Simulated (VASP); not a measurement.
# KI (Fm-3m) in VASP: a series of runs

KI is run at these levels: PBE; tasks: single point, relaxation of cell and atoms.

Everything below comes from runs of VASP 6.6.1. Logs are shortened: lines on timing, memory, paths and dates and some standing lists are left out, and cuts for length are marked.

**1. The cell of the first run**

The structure is cubic, space group Fm-3m (No. 225). The conventional cell has a = 7.317 Å, b = 7.317 Å, c = 7.317 Å, α = 90.00°, β = 90.00°, γ = 90.00°. K (site symmetry m-3m) has 6 I at 3.66 Å within 4.8 Å. Within 4.8 Å of I (site symmetry m-3m) lie 6 K at 3.66 Å.

**2. Single point, PBE (volume scaled by 1.06)**

Input file INCAR:

```
ALGO = Normal
EDIFF = 1E-6
ENCUT = 520
GGA = PE
ISIF = 2
ISMEAR = 0
LASPH = T
LCHARG = F
LREAL = F
LWAVE = F
NBANDS = 15
NELM = 60
PREC = Accurate
SIGMA = 0.02
```

Input file KPOINTS:

```
k-points
0
Gamma
  6 6 6
```

Input file POSCAR:

```
KI
1.0
    0.0000000000      3.6585558568      3.6585558568
    3.6585558568      0.0000000000      3.6585558568
    3.6585558568      3.6585558568      0.0000000000
K I
1 1
Direct
    0.0000000000      0.0000000000      0.0000000000
    0.5000000000      0.5000000000      0.5000000000
```

Potentials or basis: VASP PAW PBE potentials, release 64 (K_sv, I).

Launch:

```sh
$ cat potpaw_PBE.64/K_sv/POTCAR potpaw_PBE.64/I/POTCAR > POTCAR
$ mpirun -np 1 vasp_std > vasp.out
```

OUTCAR:

```text
EDIFF = 1E-6
   ENCUT = 520
   GGA = PE
   ISIF = 2
   ISMEAR = 0
   LASPH = T
   LREAL = F
   NELM = 60
   PREC = Accurate

 ion  position               nearest neighbor table
   1  0.000  0.000  0.000-   2 3.66   2 3.66   2 3.66   2 3.66   2 3.66   2 3.66
   2  0.500  0.500  0.500-   1 3.66   1 3.66   1 3.66   1 3.66   1 3.66   1 3.66

  LATTYP: Found a face centered cubic cell.
 ALAT       =     7.3171117136

  Lattice vectors:

 A1 = (   0.0000000000,   3.6585558568,   3.6585558568)
 A2 = (   3.6585558568,   0.0000000000,   3.6585558568)
 A3 = (   3.6585558568,   3.6585558568,   0.0000000000)

Analysis of symmetry for initial positions (statically):
=====================================================================
 Subroutine PRICEL returns:
 Original cell was already a primitive cell.

 Routine SETGRP: Setting up the symmetry group for a
 face centered cubic supercell.

 Subroutine GETGRP returns: Found 48 space group operations
 (whereof 48 operations were pure point group operations)
 out of a pool of 48 trial point group operations.

The static configuration has the point symmetry O_h .

Analysis of symmetry for dynamics (positions and initial velocities):
=====================================================================
 Subroutine PRICEL returns:
 Original cell was already a primitive cell.

 Routine SETGRP: Setting up the symmetry group for a
 face centered cubic supercell.

 Subroutine GETGRP returns: Found 48 space group operations
 (whereof 48 operations were pure point group operations)
 out of a pool of 48 trial point group operations.

The dynamic configuration has the point symmetry O_h .

 Subroutine INISYM returns: Found 48 space group operations
 (whereof 48 operations are pure point group operations),
 and found     1 'primitive' translations

----------------------------------------------------------------------------------------

                                     Primitive cell

  volume of cell :      97.9398

  direct lattice vectors                    reciprocal lattice vectors
     0.000000000  3.658555857  3.658555857    -0.136665947  0.136665947  0.136665947
     3.658555857  0.000000000  3.658555857     0.136665947 -0.136665947  0.136665947
     3.658555857  3.658555857  0.000000000     0.136665947  0.136665947 -0.136665947

  length of vectors
     5.173979311  5.173979311  5.173979311     0.236712363  0.236712363  0.236712363

  position of ions in fractional coordinates (direct lattice)
     0.000000000  0.000000000  0.000000000
     0.500000000  0.500000000  0.500000000

  ion indices of the primitive-cell ions
   primitive index   ion index
                 1           1
                 2           2

----------------------------------------------------------------------------------------

 KPOINTS: k-points

Automatic generation of k-mesh.
 Grid dimensions read from file:
 generate k-points for:    6    6    6

 Generating k-lattice:

  Cartesian coordinates                     Fractional coordinates (reciprocal lattice)
    -0.022777658  0.022777658  0.022777658     0.166666667  0.000000000  0.000000000
     0.022777658 -0.022777658  0.022777658     0.000000000  0.166666667  0.000000000
     0.022777658  0.022777658 -0.022777658     0.000000000  0.000000000  0.166666667

  Length of vectors
     0.039452061  0.039452061  0.039452061

  Shift w.r.t. Gamma in fractional coordinates (k-lattice)
     0.000000000  0.000000000  0.000000000

 Subroutine IBZKPT returns following result:
 ===========================================

 Found     16 irreducible k-points:

 Following reciprocal coordinates:
            Coordinates               Weight
  0.000000  0.000000  0.000000      1.000000
  0.166667  0.000000  0.000000      8.000000
  0.333333  0.000000  0.000000      8.000000
  0.500000  0.000000  0.000000      4.000000
  0.166667  0.166667  0.000000      6.000000
  0.333333  0.166667  0.000000     24.000000
[... 8 lines left out ...]
 -0.333333  0.333333  0.166667     24.000000
 -0.333333  0.500000  0.166667     12.000000
   k-points           NKPTS =     16   k-points in BZ     NKDIM =     16   number of bands    NBANDS=     15
   number of dos      NEDOS =    301   number of ions     NIONS =      2
   total plane-waves  NPLWV =  64000
   dimension x,y,z NGX =    40 NGY =   40 NGZ =   40
   dimension x,y,z NGXF=    80 NGYF=   80 NGZF=   80
   ions per type =               1   1
   NGX,Y,Z   is equivalent  to a cutoff of  12.85, 12.85, 12.85 a.u.
   NGXF,Y,Z  is equivalent  to a cutoff of  25.70, 25.70, 25.70 a.u.
 SYSTEM =  unknown system
   PREC   = accura    normal or accurate (medium, high low for compatibility)
   ISTART =      0    job   : 0-new  1-cont  2-samecut
   ICHARG =      2    charge: 1-file 2-atom 10-const
   ISPIN  =      1    spin polarized calculation?
   LNONCOLLINEAR =      F non collinear calculations
   LSORBIT =      F    spin-orbit coupling
   LASPH  =      T    aspherical Exc in radial PAW
   ENCUT  =  520.0 eV  38.22 Ry    6.18 a.u.   9.62  9.62  9.62*2*pi/ulx,y,z
   NELM   =     60;   NELMIN=  2; NELMDL= -5     # of ELM steps
   EDIFF  = 0.1E-05   stopping-criterion for ELM
   LREAL  =      F    real-space projection
   EDIFFG = 0.1E-04   stopping-criterion for IOM
   NSW    =      0    number of steps for IOM
   IBRION =     -1    ionic relax: 0-MD 1-quasi-New 2-CG
   NFREE  =      0    steps in history (QN), initial steepest desc. (CG)
   ISIF   =      2    stress and relaxation
   ISYM   =      2    0-nonsym 1-usesym 2-fastsym
   POTIM  = 0.5000    time-step for ionic-motion
   TEBEG  =    0.0;   TEEND  =   0.0 temperature during run
   PSTRESS=    0.0 pullay stress
   NELECT =      16.0000    total number of electrons
   NUPDOWN=      -1.0000    fix difference up-down
   EMIN   =  10.00;   EMAX   =-10.00  energy-range for DOS
   EFERMI =   0.00;   METHOD = LEGACY
   ISMEAR =     0;   SIGMA  =   0.02  broadening in eV -4-tet -1-fermi 0-gaus
   EFERMI_NEDOS =   21; number of points for ismear=-14 and -15
   IALGO  =     38    algorithm
   IMIX   =      4    mixing-type and parameters
     AMIX     =   0.40;   BMIX     =  1.00
     AMIX_MAG =   1.60;   BMIX_MAG =  1.00
  volume/ion in A,a.u.               =      48.97       330.47
  Fermi-wavevector in a.u.,A,eV,Ry     =   0.894943  1.691196 10.897207  0.800922
  Thomas-Fermi vector in A             =   2.017212
   LORBIT       =      0    0 simple, 1 ext, 2 COOP (PROOUT), +10 PAW based schemes
   GGA     = PE    functional components
   LHFCALC =     F    Hartree Fock is set to
   AEXX    =    0.0000 exact exchange contribution
   IVDW    =     0    specifies the selected vdW correction
   LEPSILON=     F    determine dielectric tensor
   LRPA    =     F    only Hartree local field effects (RPA)
 non-spin polarized calculation
 Gauss-broadening in eV      SIGMA  =   0.02
  energy-cutoff  :      520.00
  volume of cell :       97.94
 maximum number of plane-waves:      2685
 NGX is ok and might be reduce to    40
   NGX = 19   NGY = 19   NGZ = 19

 number of electron      16.0000000 magnetization

 Free energy of the ion-electron system (eV)
  ---------------------------------------------------
  ext. energy  EPLUGINS =         0.00000000
  ---------------------------------------------------
  free energy    TOTEN  =        -5.55707155 eV

  energy without entropy =       -5.55707155  energy(sigma->0) =       -5.55707155

 E-fermi :  -0.7288     XC(G=0):  -6.7766

 val. band max:       -0.9201649616   @ k =   0.0000   0.0000   0.0000
 cond. band min:       2.8134450782   @ k =   0.0000   0.0000   0.0000
 fundamental gap:      3.7336100397
 Fermi energy:        -0.7288288557

 k-point     1 :       0.0000    0.0000    0.0000
  band No.  band energies     occupation
      1     -29.6242      2.00000
      2     -13.0998      2.00000
      3     -13.0998      2.00000
      4     -13.0998      2.00000
      5     -11.2814      2.00000
      6      -0.9202      2.00000
      7      -0.9202      2.00000
      8      -0.9202      2.00000
      9       2.8134      0.00000
     10       5.5977      0.00000
     11       5.5977      0.00000
     12       5.5977      0.00000
     13       6.2481      0.00000
     14       6.2481      0.00000
     15       8.7277      0.00000

 k-point     2 :       0.1667    0.0000    0.0000
  band No.  band energies     occupation
      1     -29.6240      2.00000
      2     -13.1202      2.00000
      3     -13.1002      2.00000
      4     -13.1002      2.00000
      5     -11.2386      2.00000
      6      -1.2644      2.00000
      7      -0.9888      2.00000
      8      -0.9888      2.00000
      9       3.3799      0.00000
     10       5.4902      0.00000
     11       5.8598      0.00000
     12       5.8598      0.00000
     13       6.5111      0.00000
     14       6.5111      0.00000
     15       9.4875      0.00000

 k-point     3 :       0.3333    0.0000    0.0000
  band No.  band energies     occupation
      1     -29.6234      2.00000
      2     -13.1589      2.00000
      3     -13.1011      2.00000
      4     -13.1011      2.00000
      5     -11.1541      2.00000
      6      -1.7965      2.00000
      7      -1.1179      2.00000
      8      -1.1179      2.00000
      9       4.2350      0.00000
     10       5.8410      0.00000
     11       6.4803      0.00000
     12       6.4803      0.00000
     13       7.2261      0.00000
     14       7.2261      0.00000
     15       8.3197      0.00000
[... 199 lines left out ...]
 k-point    15 :      -0.3333    0.3333    0.1667
  band No.  band energies     occupation
      1     -29.6229      2.00000
      2     -13.1449      2.00000
      3     -13.1149      2.00000
      4     -13.1089      2.00000
      5     -11.1381      2.00000
      6      -1.7244      2.00000
      7      -1.4491      2.00000
      8      -1.2778      2.00000
      9       5.2325      0.00000
     10       5.5880      0.00000
     11       5.7812      0.00000
     12       7.0196      0.00000
     13       7.5667      0.00000
     14       8.0323      0.00000
     15       8.5957      0.00000

 k-point    16 :      -0.3333    0.5000    0.1667
  band No.  band energies     occupation
      1     -29.6228      2.00000
      2     -13.1234      2.00000
      3     -13.1223      2.00000
      4     -13.1152      2.00000
      5     -11.1544      2.00000
      6      -1.6529      2.00000
      7      -1.3904      2.00000
      8      -1.3641      2.00000
      9       4.7891      0.00000
     10       5.1829      0.00000
     11       6.2826      0.00000
     12       7.0299      0.00000
     13       7.4181      0.00000
     14       8.4437      0.00000
     15       8.7327      0.00000

------------------------ aborting loop because EDIFF is reached ----------------------------------------

  FORCE on cell =-STRESS in cart. coord.  units (eV):
  Direction    XX          YY          ZZ          XY          YZ          ZX
  --------------------------------------------------------------------------------------
  -------------------------------------------------------------------------------------
  Total       -0.3036630     -0.3036630     -0.3036630      0.0000000      0.0000000      0.0000000
  in kB       -4.9675625     -4.9675625     -4.9675625      0.0000000      0.0000000      0.0000000
  external PRESSURE =      -4.9675625 kB  Pullay stress =       0.0000000 kB

 VOLUME and BASIS-vectors are now :
 -----------------------------------------------------------------------------
  energy-cutoff  :      520.00
  volume of cell :       97.94
      direct lattice vectors                 reciprocal lattice vectors
     0.000000000  3.658555857  3.658555857    -0.136665947  0.136665947  0.136665947
     3.658555857  0.000000000  3.658555857     0.136665947 -0.136665947  0.136665947
     3.658555857  3.658555857  0.000000000     0.136665947  0.136665947 -0.136665947

 POSITION                                       TOTAL-FORCE (eV/Angst)
 -----------------------------------------------------------------------------------
      0.00000      0.00000      0.00000        -0.000000     -0.000000     -0.000000
      3.65856      3.65856      3.65856         0.000000      0.000000      0.000000
 -----------------------------------------------------------------------------------
    total drift:                                0.000000     -0.000000     -0.000000

  FREE ENERGIE OF THE ION-ELECTRON SYSTEM (eV)
  ---------------------------------------------------
  free  energy   TOTEN  =        -5.5570715487 eV

  energy  without entropy=       -5.5570715487  energy(sigma->0) =       -5.55707155
```

Wall time 15 s (1 thread of AMD EPYC 9R45 (Zen 5), shared host); peak memory 0.21 GiB.

What came out:

* Free energy: -5.5571 eV
* Pressure: -0.5 GPa
* Band gap on the k mesh: 3.73 eV, direct

Caveat: the cell differs from its parent crystal (volume scaled by 1.06); spin-orbit coupling is left out, which moves the levels of the heavy elements.

**3. Relaxation of cell and atoms, PBE**

This run uses another cell than the first one, of 44.09 Å³/atom, 0.900 times its volume.

Input file INCAR:

```
PREC = Accurate ; ENCUT = 600
EDIFF = 1E-7 ; ISMEAR = 0
SIGMA = 0.02 ; LREAL = False
LASPH = True ; NELM = 100
ALGO = Normal ; ISIF = 3
LWAVE = False ; LCHARG = False
GGA = PE ; IBRION = 2
NSW = 100 ; EDIFFG = -0.005
```

Input file KPOINTS:

```
Automatic mesh
0
Gamma
  6 6 6
```

Input file POSCAR:

```
KI
1.0
    0.0000000000      3.5327750000      3.5327750000
    3.5327750000      0.0000000000      3.5327750000
    3.5327750000      3.5327750000      0.0000000000
K I
1 1
Direct
    0.0000000000      0.0000000000      0.0000000000
    0.5000000000      0.5000000000      0.5000000000
```

Potentials or basis: VASP PAW PBE potentials, release 64 (K_sv, I).

Launch:

```sh
$ cat potpaw_PBE.64/K_sv/POTCAR potpaw_PBE.64/I/POTCAR > POTCAR
$ mpirun -np 1 vasp_std > vasp.out
```

Wall time 48 s (1 thread of AMD EPYC 9R45 (Zen 5), shared host); peak memory 0.22 GiB.

Results (log left out):

- Free energy: -5.5651 eV
- Relaxed volume: 46.44 Å³/atom
- Relaxed cell: a = 5.083 Å, b = 5.083 Å, c = 5.083 Å, α = 60.00°, β = 60.00°, γ = 60.00°
- Space group after relaxing (to 0.05 Å): Fm-3m (No. 225)
- Energy gained by relaxing: 4.3 meV/atom
- Ionic steps: 4
- Pressure after relaxing: 0.0 GPa
- Band gap on the k mesh: 3.85 eV, direct

The path:
| step | energy change (eV) | largest force (eV/Å) | pressure (GPa) | volume (Å³) |
| --- | --- | --- | --- | --- |
| 1 | 0.0000 | 0.0000 | 0.62 | 88.18 |
| 2 | -0.0063 | 0.0000 | 0.31 | 90.38 |
| 3 | -0.0085 | 0.0000 | -0.05 | 93.26 |
| 4 | -0.0086 | 0.0000 | 0.00 | 92.87 |

Final structure:
```
K I
1.0
     0.00000    3.59435    3.59435
     3.59435    0.00000    3.59435
     3.59435    3.59435    0.00000
K I
1 1
Direct
  0.00000 0.00000 0.00000
  0.50000 0.50000 0.50000
```

Levels at points of the mesh, in eV from the valence-band top:
```
           k point  band 6  band 7  band 8  band 9  band 10  band 11
(0.00, 0.00, 0.00)    0.00    0.00    0.00    3.85     6.51     6.51
(0.50, 0.00, 0.00)   -1.21   -0.30   -0.30    5.47     7.55     8.04
(0.50, 0.50, 0.00)   -0.92   -0.34   -0.34    5.01     5.65     8.04
```

Caveat: spin-orbit coupling is left out, which moves the levels of the heavy elements.
